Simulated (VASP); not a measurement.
# Al12O in VASP: a series of runs, part 2 of 2

VASP 6.6.1. Earlier steps stand in the parts before.

## Step 3: Single point, LDA

File INCAR:

```
SYSTEM = Al12O
PREC = Accurate ; ENCUT = 520
EDIFF = 1E-6 ; ISMEAR = 0
SIGMA = 0.1 ; LREAL = .FALSE.
LASPH = .TRUE. ; NELM = 100
ALGO = Normal ; ISIF = 2
LWAVE = .FALSE. ; LCHARG = .FALSE.
NBANDS = 33
```

File KPOINTS:

```
Automatic mesh
0
G
  3 3 1
  0 0 0
```

File POSCAR:

```
Al12O
1.0
    5.7275650000      0.0000000000      0.0000000000
    2.8637820000      4.9602170000      0.0000000000
    0.0000000000      0.0000000000     17.6765370000
Al O
12 1
Direct
    0.1666666208      0.1666667003      0.0565722234
    0.6666667081      0.1666667003      0.0565722234
    0.1666666712      0.6666665995      0.0565722234
    0.6666667585      0.6666665995      0.0565722234
   -0.1714200737      0.3340773196      0.1896652042
    0.3284243020      0.3292668446      0.1878905353
   -0.1635567997      0.8375407769      0.1817800059
    0.3323912376      0.8299128849      0.1897618861
   -0.0275849356     -0.0245781586      0.3217295333
    0.4541023968     -0.0010503573      0.3189667184
   -0.0030930061      0.4565467600      0.3189133709
    0.4719937637      0.4741363130      0.3154075937
    0.7756229818      0.7778357278      0.3612199607
```

Potentials or basis: VASP PAW LDA potentials, release 64 (Al, O).

Started as:

```sh
$ cat potpaw_LDA.64/Al/POTCAR potpaw_LDA.64/O/POTCAR > POTCAR
$ mpirun -np 1 vasp_std > vasp.out
```

Run time: 1.9 min. Hardware: 1 thread of Intel Xeon 6975P-C (Granite Rapids), shared host; peak memory 0.49 GiB.

The run converged. Its results:

```yaml
Free_energy: -56.5153 eV
Largest_force: 0.822 eV/Å
Band_gap_on_the_k_mesh: zero (bands 21 and 22 overlap by 0.40 eV)
```

Forces on the atoms (eV/Å):
```
Al  -0.041 -0.024  0.002
Al   0.052 -0.219 -0.085
Al  -0.166  0.161 -0.084
Al   0.128  0.078  0.156
Al  -0.013 -0.012  0.020
Al  -0.020 -0.013  0.013
Al   0.003  0.000 -0.047
Al  -0.014 -0.006  0.016
Al  -0.203 -0.124  0.139
Al  -0.195 -0.047 -0.021
Al  -0.137 -0.148 -0.022
Al  -0.104 -0.060 -0.063
O    0.709  0.415 -0.026
```

Levels at points of the mesh, in eV from the Fermi level:
| k point | band 18 | band 19 | band 20 | band 21 | band 22 | band 23 | band 24 | band 25 |
| --- | --- | --- | --- | --- | --- | --- | --- | --- |
| (0.00, 0.00, 0.00) | -2.23 | -2.08 | -1.56 | -0.58 | -0.41 | -0.30 | 0.75 | 0.76 |

Caveat: the k points lie up to 0.42 Å⁻¹ apart.

## Step 4: Single point, LDA

File INCAR:

```
PREC = Accurate
ENCUT = 520
EDIFF = 1E-6
ISMEAR = 0
SIGMA = 0.1
LREAL = False
LASPH = True
NELM = 60
ALGO = Normal
ISIF = 2
LWAVE = False
LCHARG = False
NBANDS = 33
```

File KPOINTS:

```
Automatic mesh
0
Gamma
  3 3 1
```

File POSCAR:

```
Al12O
1.0
    5.7275650000      0.0000000000      0.0000000000
    2.8637820000      4.9602170000      0.0000000000
    0.0000000000      0.0000000000     17.6765370000
Al O
12 1
Direct
    0.1666666208      0.1666667003      0.0565722234
    0.6666667081      0.1666667003      0.0565722234
    0.1666666712      0.6666665995      0.0565722234
    0.6666667585      0.6666665995      0.0565722234
   -0.1746438514      0.3406373149      0.1899649236
    0.3275635150      0.3432571599      0.1906040759
   -0.1722366859      0.8318565498      0.1799095038
    0.3207700996      0.8489481408      0.1899821781
   -0.0014040495      0.0490476526      0.3200415896
    0.4718448843      0.0432783485      0.3196090954
   -0.0114020216      0.5346572539      0.3203806266
    0.4869757294      0.5406116305      0.3141652689
    0.8166216261      0.8874930270      0.3585030258
```

Potentials or basis: VASP PAW LDA potentials, release 64 (Al, O).

Started as:

```sh
$ cat potpaw_LDA.64/Al/POTCAR potpaw_LDA.64/O/POTCAR > POTCAR
$ mpirun -np 1 vasp_std > vasp.out
```

OUTCAR:

```text
PREC = Accurate
   ENCUT = 520
   EDIFF = 1E-6
   ISMEAR = 0
   LREAL = False
   LASPH = True
   NELM = 60
   ISIF = 2

 ion  position               nearest neighbor table
   1  0.167  0.167  0.057-   8 2.84   2 2.86   4 2.86   3 2.86   3 2.86   2 2.86   4 2.86   6 2.90
                             5 2.90
   2  0.667  0.167  0.057-   7 2.74   1 2.86   4 2.86   3 2.86   3 2.86   4 2.86   1 2.86   5 2.88
                             6 2.91
   3  0.167  0.667  0.057-   7 2.75   6 2.86   4 2.86   1 2.86   2 2.86   2 2.86   1 2.86   4 2.86
                             8 2.89
   4  0.667  0.667  0.057-   7 2.72   5 2.86   3 2.86   1 2.86   2 2.86   2 2.86   3 2.86   1 2.86
                             8 2.92
   5  0.825  0.341  0.190-   9 2.72  12 2.77   7 2.83   8 2.83   6 2.84   4 2.86   2 2.88   6 2.88
                             8 2.90   1 2.90  11 2.91   7 2.91
   6  0.328  0.343  0.191-  10 2.72  12 2.81   7 2.84   5 2.84  11 2.85   8 2.85   3 2.86   8 2.88
                             5 2.88   1 2.90   7 2.90   2 2.91
   7  0.828  0.832  0.180-   4 2.72   2 2.74   3 2.75   5 2.83   6 2.84   8 2.86   8 2.88  11 2.89
[... 388 lines left out ...]

  FORCE on cell =-STRESS in cart. coord.  units (eV):
  Direction    XX          YY          ZZ          XY          YZ          ZX
  --------------------------------------------------------------------------------------
  -------------------------------------------------------------------------------------
  Total       -8.4791095     -7.3127377     -0.0184495      0.0538763     -0.5039614      0.0293274
  in kB      -27.0515988    -23.3304270     -0.0588610      0.1718859     -1.6078293      0.0935655
  external PRESSURE =     -16.8136289 kB  Pullay stress =       0.0000000 kB

 VOLUME and BASIS-vectors are now :
 -----------------------------------------------------------------------------
  energy-cutoff  :      520.00
  volume of cell :      502.19
      direct lattice vectors                 reciprocal lattice vectors
     5.727565000  0.000000000  0.000000000     0.174594265 -0.100802024  0.000000000
     2.863782000  4.960217000  0.000000000     0.000000000  0.201604083  0.000000000
     0.000000000  0.000000000 17.676537000     0.000000000  0.000000000  0.056572167

 POSITION                                       TOTAL-FORCE (eV/Angst)
 -----------------------------------------------------------------------------------
      1.43189      0.82670      1.00000         0.000939      0.002691      0.040040
      4.29567      0.82670      1.00000        -0.010785     -0.126973      0.076425
      2.86378      3.30681      1.00000        -0.161257      0.094682     -0.028585
      5.72757      3.30681      1.00000         0.156178      0.110639     -0.091937
      5.70279      1.68964      3.35792         0.003355      0.005570      0.003544
      2.85915      1.70263      3.36922        -0.003928      0.005440     -0.002176
      7.12332      4.12619      3.18018         0.005508      0.007218     -0.004665
      4.26843      4.21097      3.35823         0.006859      0.003816      0.008625
      5.85998      0.24329      5.65723         0.038442      0.015564     -0.009554
      2.82646      0.21467      5.64958        -0.030545      0.034599      0.000821
      7.19340      2.65202      5.66322         0.017134     -0.028778      0.004556
      4.33738      2.68155      5.55335        -0.003173     -0.013311      0.001271
      7.21884      4.40216      6.33709        -0.018727     -0.111159      0.001635
 -----------------------------------------------------------------------------------
    total drift:                               -0.000033     -0.000094     -0.000241

  FREE ENERGIE OF THE ION-ELECTRON SYSTEM (eV)
  ---------------------------------------------------
  free  energy   TOTEN  =       -56.6637006594 eV

  energy  without entropy=      -56.6134367857  energy(sigma->0) =      -56.63856872
```

OSZICAR:

```text
N       E                     dE             d eps       ncg     rms          rms(c)
DAV:   1     0.167473045018E+03    0.16747E+03   -0.13718E+04   330   0.937E+02
DAV:   2    -0.328624658318E+02   -0.20034E+03   -0.19150E+03   426   0.173E+02
DAV:   3    -0.597529573098E+02   -0.26890E+02   -0.26361E+02   475   0.586E+01
[... 14 lines left out ...]
DAV:  18    -0.566635595527E+02   -0.41535E-03   -0.47055E-05   353   0.211E-02    0.313E-03
DAV:  19    -0.566636730623E+02   -0.11351E-03   -0.88056E-06   396   0.101E-02    0.324E-03
DAV:  20    -0.566636939154E+02   -0.20853E-04   -0.16138E-06   346   0.674E-03    0.641E-04
DAV:  21    -0.566636997139E+02   -0.57985E-05   -0.80168E-07   308   0.381E-03    0.803E-04
DAV:  22    -0.566637006594E+02   -0.94557E-06   -0.86876E-08   305   0.165E-03
   1 F= -.56663701E+02 E0= -.56638569E+02  d E =-.502639E-01
```

stdout:

```text
POSCAR found type information on POSCAR AlO
 POSCAR found :  2 types and      13 ions
 scaLAPACK will be used
 LDA part: xc-table for (Slater(with rela. corr.)+CA(PZ))
 , standard interpolation
 POSCAR, INCAR and KPOINTS ok, starting setup
 FFT: planning ... GRIDC
 FFT: planning ... GRID_SOFT
 FFT: planning ... GRID
 WAVECAR not read
 entering main loop
```

It took 1.9 min on 1 thread of Intel Xeon 6975P-C (Granite Rapids), shared host; peak memory 0.48 GiB.

What came out:

```
Free energy            : -56.6637 eV
Largest force          : 0.212 eV/Å
Band gap on the k mesh : zero (bands 21 and 22 overlap by 0.37 eV)
```

Forces on the atoms (eV/Å):
```
Al   0.001  0.003  0.040
Al  -0.011 -0.127  0.076
Al  -0.161  0.095 -0.029
Al   0.156  0.111 -0.092
Al   0.003  0.006  0.004
Al  -0.004  0.005 -0.002
Al   0.006  0.007 -0.005
Al   0.007  0.004  0.009
Al   0.038  0.016 -0.010
Al  -0.031  0.035  0.001
Al   0.017 -0.029  0.005
Al  -0.003 -0.013  0.001
O   -0.019 -0.111  0.002
```

Caveat: the k points lie up to 0.42 Å⁻¹ apart.

## Step 5: Single point, LDA

File INCAR:

```
SYSTEM = Al12O
PREC = Accurate ; ENCUT = 520
EDIFF = 1E-7 ; ISMEAR = 0
SIGMA = 0.1 ; LREAL = .False.
LASPH = .True. ; NELM = 80
ALGO = Normal ; ISIF = 2
LWAVE = .False. ; LCHARG = .False.
NBANDS = 33
```

File KPOINTS:

```
regular mesh
0
Gamma
  3 3 1
  0 0 0
```

File POSCAR:

```
Al12O
1.0
    5.7275650000      0.0000000000      0.0000000000
    2.8637820000      4.9602170000      0.0000000000
    0.0000000000      0.0000000000     17.6765370000
Al O
12 1
Direct
    0.1666666208      0.1666667003      0.0565722234
    0.6666667081      0.1666667003      0.0565722234
    0.1666666712      0.6666665995      0.0565722234
    0.6666667585      0.6666665995      0.0565722234
   -0.1722702558      0.3368608672      0.1892230362
    0.3341811858      0.3366913181      0.1893843800
   -0.1681880173      0.8268757193      0.1832784329
    0.3232015650      0.8438138896      0.1869194741
    0.0080146775      0.0395946387      0.3201696124
    0.4719428679      0.0319778348      0.3192171068
   -0.0079497787      0.5273295503      0.3179389153
    0.4761231136      0.5574177501      0.3156929437
    0.7545526609      1.0059245392      0.3657963661
```

Started as:

```sh
$ cat potpaw_LDA.64/Al/POTCAR potpaw_LDA.64/O/POTCAR > POTCAR
$ mpirun -np 1 vasp_std > vasp.out
```

Wall time 95 s (1 thread of Intel Xeon 6975P-C (Granite Rapids), shared host); peak memory 0.49 GiB.

The run converged. Its results:

```
Free energy            : -56.3278 eV
Largest force          : 0.240 eV/Å
Band gap on the k mesh : zero (bands 21 and 22 overlap by 0.43 eV)
```

Forces on the atoms (eV/Å):
```
Al  -0.012  0.077 -0.022
Al   0.008 -0.138  0.167
Al  -0.219  0.032 -0.072
Al   0.222  0.035 -0.086
Al  -0.003 -0.003  0.003
Al  -0.006 -0.005 -0.004
Al   0.015 -0.003  0.008
Al   0.013 -0.010 -0.007
Al   0.042  0.016 -0.038
Al  -0.071  0.053 -0.038
Al   0.005  0.004  0.008
Al  -0.005 -0.017  0.002
O    0.011 -0.041  0.079
```

Levels at points of the mesh, in eV from the Fermi level:
```tsv
k point	band 18	band 19	band 20	band 21	band 22	band 23	band 24	band 25
(0.00, 0.00, 0.00)	-2.31	-2.07	-1.52	-0.56	-0.42	-0.28	0.74	0.80
```

Caveat: the k points lie up to 0.42 Å⁻¹ apart.

## Step 6: Summary

| cell | gap on the mesh (eV) | largest force (eV/Å) |
| --- | --- | --- |
| as given, atomic positions A | none | 0.83 |
| as given, atomic positions B | none | 0.82 |
| as given, atomic positions C | none | 0.21 |
| as given, atomic positions D | none | 0.24 |

Alike in all rows: task single point; level LDA; potentials or basis VASP PAW LDA potentials, release 64 (Al, O); no spin polarisation; k mesh 3 × 3 × 1; cutoff (eV) 520; smearing gaussian 0.1 eV.

Caveats: all runs use coarse meshes.

Total energies depend on the potentials used, so only differences within one code and one set of settings carry meaning.
